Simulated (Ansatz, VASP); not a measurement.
# One calculation of AlRu, two programs

Contents of INCAR:

```
PREC = Accurate
ENCUT = 520
EDIFF = 1E-6
ISMEAR = 0
SIGMA = 0.15
LREAL = False
LASPH = True
NELM = 100
ALGO = Fast
ISIF = 2
LWAVE = False
LCHARG = False
GGA = PE
NBANDS = 16
```

Contents of KPOINTS:

```
Automatic mesh
0
Gamma
  18 18 18
```

The input POSCAR:

```
AlRu
1.0
    3.1581339715      0.0000000000      0.0000000000
    0.0000000000      3.1581339715      0.0000000000
    0.0000000000      0.0000000000      2.6844138758
Al Ru
1 1
Direct
    0.0000000000      0.0000000000      0.0000000000
    0.5000000000      0.5000000000      0.5000000000
```

Input for Ansatz:

```yaml
crystal:
  lattice:
    - [3.1581339715, 0.0, 0.0]
    - [0.0, 3.1581339715, 0.0]
    - [0.0, 0.0, 2.6844138758]
  atoms:
    - { symbol: Al, position: [0.0, 0.0, 0.0] }
    - { symbol: Ru, position: [0.5, 0.5, 0.5] }
basis:
  ecutwfc: 420
kpoints:
  mp_grid: { grid: [18, 18, 18] }
hamiltonian:
  xc: pbe
scf:
  occupations: { method: gaussian, width: 0.15 }
output:
  forces: true
  stress: true
  eigenvalues: true
```

Alike in both runs: task single point; functional PBE; k mesh 18 × 18 × 18; occupations gaussian, width 0.15 eV; no spin polarisation.

|  | VASP | Ansatz |
| --- | --- | --- |
| version | VASP 6.6.1 | Ansatz 0.2.0 |
| potentials or method | VASP PAW PBE potentials, release 64 (Al, Ru_pv), cutoff 520 eV | scalar-relativistic, plane waves, PAW |
| valence electrons in the cell | 17 | 19 |

VASP gave:

| Quantity | Value |
| --- | --- |
| gap on the k mesh at the Fermi level (eV) | none |
| pressure (GPa) | 6.3 |
| traceless stress, the component that is largest in VASP (GPa) | 24.31 |

Question: What did Ansatz give for the same quantities?

Answer: gap on the k mesh at the Fermi level (eV): none; pressure (GPa): 6.3; traceless stress, the component that is largest in VASP (GPa): 24.29.

A gap of «none» marks a metal or a gap that the smearing closes. With one functional, cell and mesh, what is left measures potentials, basis and numerics. VASP's potentials hold 17 valence electrons a cell and Ansatz's 19, so a difference there can come from the potentials and not from the codes.
